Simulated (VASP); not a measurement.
# Si (Fm-3m) in VASP: settings compared

Aim: see how the results for Si move with the level of theory and the settings. Levels: revPBE, LDA. Tasks: single point, relaxation of cell and atoms.

Program: VASP 6.6.1. These are calculated values, not measurements. Logs are shortened: lines on timing, memory, paths and dates and some standing lists are left out, and cuts for length are marked.

## Step 1: The cell of the first run

It takes space group Fm-3m (No. 225, cubic). Conventional cell: a = 3.863 Å, b = 3.863 Å, c = 3.863 Å, α = 90.00°, β = 90.00°, γ = 90.00°. Within 3.6 Å of Si (site symmetry m-3m) lie 12 Si at 2.73 Å.

## Step 2: Single point, revPBE

The input, INCAR:

```
SYSTEM = Si
PREC = Accurate ; ENCUT = 500
EDIFF = 1E-6 ; ISMEAR = 1
SIGMA = 0.01 ; LREAL = .False.
LASPH = .True. ; NELM = 120
ALGO = Normal ; ISIF = 2
LWAVE = .False. ; LCHARG = .True.
GGA = RE ; LELF = .True.
LVHAR = .True. ; NBANDS = 8
GGA_COMPAT = .False.
```

The input, KPOINTS:

```
Automatic mesh
0
Gamma
  10 10 10
  0 0 0
```

The input, POSCAR:

```
Si
1.0
    0.0000000000      1.9313704096      1.9313704096
    1.9313704096      0.0000000000      1.9313704096
    1.9313704096      1.9313704096      0.0000000000
Si
1
Direct
    0.0000000000      0.0000000000      0.0000000000
```

Potentials or basis: VASP PAW PBE potentials, release 64 (Si).

Command:

```
$ cat potpaw_PBE.64/Si/POTCAR > POTCAR
$ mpirun -np 1 vasp_std > vasp.out
```

OUTCAR:

```text
SYSTEM = Si
   PREC = Accurate
   ENCUT = 500
   EDIFF = 1E-6
   ISMEAR = 1
   LREAL = .False.
   LASPH = .True.
   NELM = 120
   ISIF = 2
   GGA = RE

 ion  position               nearest neighbor table
   1  0.000  0.000  0.000-

  LATTYP: Found a face centered cubic cell.
 ALAT       =     3.8627408192

  Lattice vectors:

 A1 = (   0.0000000000,   1.9313704096,   1.9313704096)
 A2 = (   1.9313704096,   0.0000000000,   1.9313704096)
 A3 = (   1.9313704096,   1.9313704096,   0.0000000000)

Analysis of symmetry for initial positions (statically):
=====================================================================
 Subroutine PRICEL returns:
 Original cell was already a primitive cell.

 Routine SETGRP: Setting up the symmetry group for a
 face centered cubic supercell.

 Subroutine GETGRP returns: Found 48 space group operations
 (whereof 48 operations were pure point group operations)
 out of a pool of 48 trial point group operations.

The static configuration has the point symmetry O_h .

Analysis of symmetry for dynamics (positions and initial velocities):
=====================================================================
 Subroutine PRICEL returns:
 Original cell was already a primitive cell.

 Routine SETGRP: Setting up the symmetry group for a
 face centered cubic supercell.

 Subroutine GETGRP returns: Found 48 space group operations
 (whereof 48 operations were pure point group operations)
 out of a pool of 48 trial point group operations.

The dynamic configuration has the point symmetry O_h .

 Subroutine INISYM returns: Found 48 space group operations
 (whereof 48 operations are pure point group operations),
 and found     1 'primitive' translations

----------------------------------------------------------------------------------------

                                     Primitive cell

  volume of cell :      14.4088

  direct lattice vectors                    reciprocal lattice vectors
     0.000000000  1.931370410  1.931370410    -0.258883536  0.258883536  0.258883536
     1.931370410  0.000000000  1.931370410     0.258883536 -0.258883536  0.258883536
     1.931370410  1.931370410  0.000000000     0.258883536  0.258883536 -0.258883536

  length of vectors
     2.731370227  2.731370227  2.731370227     0.448399437  0.448399437  0.448399437

  position of ions in fractional coordinates (direct lattice)
     0.000000000  0.000000000  0.000000000

  ion indices of the primitive-cell ions
   primitive index   ion index
                 1           1

----------------------------------------------------------------------------------------

 KPOINTS: Automatic mesh

Automatic generation of k-mesh.
 Grid dimensions read from file:
 generate k-points for:   10   10   10

 Generating k-lattice:

  Cartesian coordinates                     Fractional coordinates (reciprocal lattice)
    -0.025888354  0.025888354  0.025888354     0.100000000  0.000000000  0.000000000
     0.025888354 -0.025888354  0.025888354     0.000000000  0.100000000  0.000000000
     0.025888354  0.025888354 -0.025888354     0.000000000  0.000000000  0.100000000

  Length of vectors
     0.044839944  0.044839944  0.044839944

  Shift w.r.t. Gamma in fractional coordinates (k-lattice)
     0.000000000  0.000000000  0.000000000

 Subroutine IBZKPT returns following result:
 ===========================================

 Found     47 irreducible k-points:

 Following reciprocal coordinates:
            Coordinates               Weight
  0.000000  0.000000  0.000000      1.000000
  0.100000  0.000000  0.000000      8.000000
  0.200000  0.000000  0.000000      8.000000
  0.300000  0.000000  0.000000      8.000000
  0.400000  0.000000  0.000000      8.000000
  0.500000  0.000000  0.000000      4.000000
[... 16 lines left out ...]
  0.300000  0.300000  0.000000      6.000000
  0.400000  0.300000  0.000000     24.000000
 [... further k-points ...]
   k-points           NKPTS =     47   k-points in BZ     NKDIM =     47   number of bands    NBANDS=      8
   number of dos      NEDOS =    301   number of ions     NIONS =      1
   total plane-waves  NPLWV =   8000
   dimension x,y,z NGX =    20 NGY =   20 NGZ =   20
   dimension x,y,z NGXF=    40 NGYF=   40 NGZF=   40
   ions per type =               1
   NGX,Y,Z   is equivalent  to a cutoff of  12.17, 12.17, 12.17 a.u.
   NGXF,Y,Z  is equivalent  to a cutoff of  24.35, 24.35, 24.35 a.u.
 SYSTEM =  Si
   PREC   = accura    normal or accurate (medium, high low for compatibility)
   ISTART =      0    job   : 0-new  1-cont  2-samecut
   ICHARG =      2    charge: 1-file 2-atom 10-const
   ISPIN  =      1    spin polarized calculation?
   LNONCOLLINEAR =      F non collinear calculations
   LSORBIT =      F    spin-orbit coupling
   LASPH  =      T    aspherical Exc in radial PAW
   ENCUT  =  500.0 eV  36.75 Ry    6.06 a.u.   4.98  4.98  4.98*2*pi/ulx,y,z
   NELM   =    120;   NELMIN=  2; NELMDL= -5     # of ELM steps
   EDIFF  = 0.1E-05   stopping-criterion for ELM
   LREAL  =      F    real-space projection
   EDIFFG = 0.1E-04   stopping-criterion for IOM
   NSW    =      0    number of steps for IOM
   IBRION =     -1    ionic relax: 0-MD 1-quasi-New 2-CG
   NFREE  =      0    steps in history (QN), initial steepest desc. (CG)
   ISIF   =      2    stress and relaxation
   ISYM   =      2    0-nonsym 1-usesym 2-fastsym
   POTIM  = 0.5000    time-step for ionic-motion
   TEBEG  =    0.0;   TEEND  =   0.0 temperature during run
   PSTRESS=    0.0 pullay stress
   NELECT =       4.0000    total number of electrons
   NUPDOWN=      -1.0000    fix difference up-down
   EMIN   =  10.00;   EMAX   =-10.00  energy-range for DOS
   EFERMI =   0.00;   METHOD = LEGACY
   ISMEAR =     1;   SIGMA  =   0.01  broadening in eV -4-tet -1-fermi 0-gaus
   EFERMI_NEDOS =   21; number of points for ismear=-14 and -15
   IALGO  =     38    algorithm
   IMIX   =      4    mixing-type and parameters
     AMIX     =   0.40;   BMIX     =  1.00
     AMIX_MAG =   1.60;   BMIX_MAG =  1.00
  volume/ion in A,a.u.               =      14.41        97.24
  Fermi-wavevector in a.u.,A,eV,Ry     =   1.067954  2.018141 15.517798  1.140526
  Thomas-Fermi vector in A             =   2.203587
   LORBIT       =      0    0 simple, 1 ext, 2 COOP (PROOUT), +10 PAW based schemes
   GGA     = RE    functional components
   LHFCALC =     F    Hartree Fock is set to
   AEXX    =    0.0000 exact exchange contribution
   IVDW    =     0    specifies the selected vdW correction
   LEPSILON=     F    determine dielectric tensor
   LRPA    =     F    only Hartree local field effects (RPA)
 non-spin polarized calculation
 Methfessel and Paxton  Order N= 1 SIGMA  =   0.01
  energy-cutoff  :      500.00
  volume of cell :       14.41
 maximum number of plane-waves:       373
   NGX =  9   NGY =  9   NGZ =  9

 number of electron       4.0000000 magnetization

 Free energy of the ion-electron system (eV)
  ---------------------------------------------------
  ext. energy  EPLUGINS =         0.00000000
  ---------------------------------------------------
  free energy    TOTEN  =        -4.66097635 eV

  energy without entropy =       -4.66087138  energy(sigma->0) =       -4.66094136

 E-fermi :  10.3353     XC(G=0): -11.2057

 val. band max:       10.3324357708   @ k =   0.4000   0.2000   0.1000
 cond. band min:      10.4577465766   @ k =  -0.3000   0.3000   0.1000
 fundamental gap:      0.1253108058
 Fermi energy:        10.3352654271

 k-point     1 :       0.0000    0.0000    0.0000
  band No.  band energies     occupation
      1      -4.2110      2.00000
      2      21.5451      0.00000
      3      21.5451      0.00000
      4      21.5451      0.00000
      5      22.1797      0.00000
      6      22.1797      0.00000
      7      22.1797      0.00000
      8      27.5257      0.00000

 k-point     2 :       0.1000    0.0000    0.0000
  band No.  band energies     occupation
      1      -3.9189      2.00000
      2      17.9134      0.00000
      3      20.4181      0.00000
      4      20.4181      0.00000
      5      23.5237      0.00000
      6      23.6397      0.00000
      7      23.6397      0.00000
      8      27.8803      0.00000

 k-point     3 :       0.2000    0.0000    0.0000
  band No.  band energies     occupation
      1      -3.0450      2.00000
      2      13.6420      0.00000
      3      19.4777      0.00000
      4      19.4777      0.00000
      5      23.5141      0.00000
      6      24.3771      0.00000
      7      24.3771      0.00000
      8      27.3728      0.00000

 k-point     4 :       0.3000    0.0000    0.0000
  band No.  band energies     occupation
      1      -1.5975      2.00000
      2       9.6448      2.00000
      3      18.9863      0.00000
      4      18.9863      0.00000
      5      22.9459      0.00000
      6      22.9459      0.00000
      7      23.3981      0.00000
      8      28.1816      0.00000

 k-point     5 :       0.4000    0.0000    0.0000
  band No.  band energies     occupation
      1       0.4071      2.00000
      2       6.0819      2.00000
      3      18.8834      0.00000
      4      18.8834      0.00000
      5      21.6362      0.00000
      6      21.6362      0.00000
      7      23.4975      0.00000
      8      26.6898      0.00000
[... 177 lines left out ...]
 k-point    22 :      -0.2000    0.2000    0.0000
  band No.  band energies     occupation
      1      -1.1165      2.00000
      2      11.4595      0.00000
      3      12.3604      0.00000
      4      19.3178      0.00000
      5      22.3189      0.00000
      6      25.1647      0.00000
      7      25.2610      0.00000
      8      26.3496      0.00000

 k-point    23 :       0.3000    0.3000    0.0000
  band No.  band energies     occupation
      1      -0.7315      2.00000
      2      13.9805      0.00000
      3      14.8650      0.00000
      4      14.8650      0.00000
      5      16.1591      0.00000
      6      18.6223      0.00000
      7      31.9914      0.00000
      8      32.3293      0.00000

 k-point    24 :       0.4000    0.3000    0.0000
  band No.  band energies     occupation
      1       0.6995      2.00000
      2      11.5463      0.00000
      3      12.0279      0.00000
      4      14.4396      0.00000
      5      16.6988      0.00000
      6      19.7300      0.00000
      7      31.0312      0.00000
      8      32.9603      0.00000

 [... further k-points ...]
[... 5 lines left out ...]
  --------------------------------------------------------------------------------------
  -------------------------------------------------------------------------------------
  Total        0.0261494      0.0261494      0.0261494      0.0000000      0.0000000     -0.0000000
  in kB        2.9076755      2.9076755      2.9076755      0.0000000      0.0000000     -0.0000000
  external PRESSURE =       2.9076755 kB  Pullay stress =       0.0000000 kB

 VOLUME and BASIS-vectors are now :
 -----------------------------------------------------------------------------
  energy-cutoff  :      500.00
  volume of cell :       14.41
      direct lattice vectors                 reciprocal lattice vectors
     0.000000000  1.931370410  1.931370410    -0.258883536  0.258883536  0.258883536
     1.931370410  0.000000000  1.931370410     0.258883536 -0.258883536  0.258883536
     1.931370410  1.931370410  0.000000000     0.258883536  0.258883536 -0.258883536

 POSITION                                       TOTAL-FORCE (eV/Angst)
 -----------------------------------------------------------------------------------
      0.00000      0.00000      0.00000         0.000000      0.000000      0.000000
 -----------------------------------------------------------------------------------
    total drift:                                0.000000      0.000000     -0.000000

  FREE ENERGIE OF THE ION-ELECTRON SYSTEM (eV)
  ---------------------------------------------------
  free  energy   TOTEN  =        -4.6609763534 eV

  energy  without entropy=       -4.6608713823  energy(sigma->0) =       -4.66094136
```

Wall time 2.7 s (1 thread of Intel Xeon 6975P-C, shared host); peak memory 0.12 GiB.

What came out:

* Free energy: -4.6610 eV
* Pressure: 0.3 GPa
* Band gap on the k mesh: zero (band 2 reaches 21.55 eV, above the bottom of band 3 at 7.73 eV)

Caveat: the PAW data sets were made with another functional, which shifts forces and pressure a little.

## Step 3: Single point, LDA

The input, INCAR:

```
ALGO = Normal
EDIFF = 1E-6
ENCUT = 500
GGA = CA
GGA_COMPAT = F
ISIF = 2
ISMEAR = 1
LASPH = T
LCHARG = F
LREAL = F
LWAVE = F
NBANDS = 8
NELM = 120
PREC = Accurate
SIGMA = 0.01
```

The input, KPOINTS:

```
k-points
0
Gamma
  11 11 11
```

POSCAR is that of step 2.

Potentials or basis: VASP PAW LDA potentials, release 64 (Si).

Command:

```
$ cat potpaw_LDA.64/Si/POTCAR > POTCAR
$ mpirun -np 1 vasp_std > vasp.out
```

It took 2.8 s on 1 thread of Intel Xeon 6975P-C, shared host; peak memory 0.11 GiB.

It converged, with:

| Property | Result |
| --- | --- |
| Free energy | -5.5144 eV |
| Pressure | -3.0 GPa |
| Band gap on the k mesh | zero (band 2 reaches 21.20 eV, above the bottom of band 3 at 7.21 eV) |

Levels at points of the mesh, in eV from the Fermi level:
```csv
k point,band 1,band 2,band 3,band 4,band 5
"(0.00, 0.00, 0.00)",-14.27,11.18,11.18,11.18,12.09
```

## Step 4: Relaxation of cell and atoms, revPBE

This run uses another cell than the first one, of 9.31 Å³/atom, 0.646 times its volume.

The input, INCAR:

```
SYSTEM = Si
PREC = Accurate ; ENCUT = 500
EDIFF = 1E-7 ; ISMEAR = 1
SIGMA = 0.01 ; LREAL = .False.
LASPH = .True. ; NELM = 120
ALGO = Normal ; ISIF = 3
LWAVE = .False. ; LCHARG = .False.
GGA = RE ; IBRION = 2
NSW = 60 ; EDIFFG = -0.01
GGA_COMPAT = .False. ; NELMIN = 4
```

The input, KPOINTS:

```
regular mesh
0
Gamma
  10 10 10
  0 0 0
```

The input, POSCAR:

```
Si
1.0
    0.0000000000      1.6700000000      1.6700000000
    1.6700000000      0.0000000000      1.6700000000
    1.6700000000      1.6700000000      0.0000000000
Si
1
Direct
    0.0000000000      0.0000000000      0.0000000000
```

Potentials or basis: VASP PAW PBE potentials, release 64 (Si).

Command:

```
$ cat potpaw_PBE.64/Si/POTCAR > POTCAR
$ mpirun -np 1 vasp_std > vasp.out
```

It took 7.2 s on 1 thread of Intel Xeon 6975P-C, shared host; peak memory 0.11 GiB.

It converged, with:

| Property | Result |
| --- | --- |
| Free energy | -4.6594 eV |
| Relaxed volume | 14.45 Å³/atom |
| Relaxed cell | a = 2.734 Å, b = 2.734 Å, c = 2.734 Å, α = 60.00°, β = 60.00°, γ = 60.00° |
| Space group after relaxing (to 0.05 Å) | Fm-3m (No. 225) |
| Energy gained by relaxing | 1054.6 meV/atom |
| Ionic steps | 5 |
| Pressure after relaxing | 0.0 GPa |
| Band gap on the k mesh | zero (band 2 reaches 21.48 eV, above the bottom of band 3 at 7.70 eV) |

The path:
| step | energy change (eV) | largest force (eV/Å) | pressure (GPa) | volume (Å³) |
| --- | --- | --- | --- | --- |
| 1 | 0.0000 | 0.0000 | 97.52 | 9.31 |
| 2 | -0.8128 | 0.0000 | -12.99 | 19.24 |
| 3 | -1.0544 | 0.0000 | 0.59 | 14.36 |
| 4 | -1.0545 | 0.0000 | -0.34 | 14.50 |
| 5 | -1.0546 | 0.0000 | 0.03 | 14.45 |

Final structure:
```yaml
crystal:
  lattice:
    - [0.00000, 1.93304, 1.93304]
    - [1.93304, 0.00000, 1.93304]
    - [1.93304, 1.93304, 0.00000]
  atoms:
    - { symbol: Si, position: [0.00000, 0.00000, 0.00000] }
```

Levels at points of the mesh, in eV from the Fermi level:
| k point | band 1 | band 2 | band 3 | band 4 | band 5 | band 6 |
| --- | --- | --- | --- | --- | --- | --- |
| (0.00, 0.00, 0.00) | -14.52 | 11.18 | 11.18 | 11.84 | 11.84 | 11.84 |
| (0.50, 0.00, 0.00) | -7.66 | -7.03 | 8.57 | 8.57 | 10.76 | 10.76 |
| (0.50, 0.50, 0.00) | -5.43 | -4.55 | 3.16 | 3.16 | 4.30 | 6.78 |

Caveat: the volume moved by over 15 % at a fixed basis, so the end points are rough; the PAW data sets were made with another functional, which shifts forces and pressure a little; the volume moved by +55 % from the deposited cell, more than functionals usually miss. Zero-point motion and thermal expansion aren't in these numbers.

## Step 5: The runs side by side

| task | level | potentials or basis | cell | k mesh | gap on the mesh (eV) | pressure (GPa) |
| --- | --- | --- | --- | --- | --- | --- |
| single point | revPBE | VASP PAW PBE potentials, release 64 (Si) | a = 2.731 Å, angles 60.0°, 1 atom | 10 × 10 × 10 | none | 0.3 |
| single point | LDA | VASP PAW LDA potentials, release 64 (Si) | a = 2.731 Å, angles 60.0°, 1 atom | 11 × 11 × 11 | none | -3.0 |
| relaxation of cell and atoms | revPBE | VASP PAW PBE potentials, release 64 (Si) | relaxed from a = 2.362 Å, angles 60.0°, 1 atom | 10 × 10 × 10 | none | 0.0 |

Alike in all rows: no spin polarisation; cutoff (eV) 500; smearing methfessel-paxton 0.01 eV.

Caveats: the PAW data sets were made with another functional, which shifts forces and pressure a little (some runs); the volume moved by over 15 % at a fixed basis, so the end points are rough (some runs); the volume moved by +55 % from the deposited cell, more than functionals usually miss (some runs).

Absolute energies hang on the potentials; compare differences alone.
